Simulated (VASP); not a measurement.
Hf3O2:

```
Hf O
1.0
     1.67035    0.96438    7.74291
    -1.67035    0.96438    7.74291
     0.00000   -1.92875    7.74291
Hf O
3 2
Direct
  0.00000 0.00000 0.00000
  0.20950 0.20950 0.20950
  0.79050 0.79050 0.79050
  0.40000 0.40000 0.40000
  0.60000 0.60000 0.60000
```

- Program: VASP 6.6.1
- Task: relaxation of cell and atoms
- Functional: PBE
- Potentials or basis: VASP PAW PBE potentials, release 64 (Hf_pv, O)
- Cutoff: 600 eV
- k mesh: 6 × 6 × 6
- Occupations: gaussian, width 0.1 eV
- Spin: no spin polarisation

At the start: pressure -4.6 GPa; volume 14.97 Å³/atom.

Problem. Where does the relaxation end?

Solution. Over 11 steps the energy falls by 291.2 meV/atom and the volume is 14.03 Å³/atom (-6.3 %); space group R-3m (No. 166, to 0.1 Å) before and after.

The path:
```csv
step,energy change (eV),largest force (eV/Å),pressure (GPa),volume (Å³)
1,0.0000,5.1672,-4.57,74.84
2,-0.9521,2.4364,6.08,69.84
3,-1.2827,1.0405,-1.28,71.68
4,-1.2834,1.0245,-1.48,71.75
5,-1.4006,0.6931,0.83,70.31
6,-1.4364,0.3291,3.05,69.22
7,-1.4376,0.2285,-3.31,71.54
8,-1.4537,0.1189,-0.31,70.38
9,-1.4552,0.0479,-0.16,70.29
10,-1.4554,0.0374,-0.08,70.25
11,-1.4561,0.0213,0.13,70.14
```

Final structure:
```xyz
5
Lattice="1.5664 0.9043 8.2529 -1.5664 0.9043 8.2529 0.0000 -1.8087 8.2529" Properties=species:S:1:pos:R:3 pbc="T T T"
Hf    0.0000    0.0000   24.7588
Hf    0.0000    0.0000    5.3425
Hf    0.0000    0.0000   19.4164
O     0.0000    0.0000    9.7655
O     0.0000    0.0000   14.9933
```

Caveat: the k points lie up to 0.39 Å⁻¹ apart in the final cell, too coarse for converged energies and pressures of a metal.
